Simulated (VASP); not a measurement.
Runs of VASP 6.6.1 on Ag. The structure is that of space group P6/mmm (No. 191), or close to it. The cells are those of the table. 

| task | cell | k mesh | cutoff (eV) | gap on the mesh (eV) | pressure (GPa) |
| --- | --- | --- | --- | --- | --- |
| single point | a = 4.788, b = 4.788, c = 2.868 Å, angles 90.0, 90.0, 120.0°, 3 atoms | 9 × 9 × 13 | 520 | none | (a) |
| single point | a = 4.726, b = 4.726, c = 2.831 Å, angles 90.0, 90.0, 120.0°, 3 atoms | 8 × 8 × 11 | 520 | none | -0.1 |
| single point | a = 4.529, b = 4.529, c = 2.713 Å, angles 90.0, 90.0, 120.0°, 3 atoms | 9 × 9 × 13 | 520 | none | 15.6 |
| single point | a = 4.662, b = 4.662, c = 2.793 Å, angles 90.0, 90.0, 120.0°, 3 atoms | 9 × 9 × 13 | 520 | none | 3.8 |
| relaxation of cell and atoms | relaxed from a = 4.585, b = 4.585, c = 2.811 Å, angles 90.0, 90.0, 120.0°, 3 atoms | 8 × 8 × 11 | 600 | none | 0.0 |

Alike in all rows: level PBE; potentials or basis VASP PAW PBE potentials, release 64 (Ag); no spin polarisation; smearing fermi-dirac 0.1 eV.

Task: Fill in the values left out.

Result: (a) -3.1.

A k mesh can miss the band edges, and the runs leave out spin-orbit coupling on Ag.

A gap of «none» marks levels without a gap at the run's occupations.
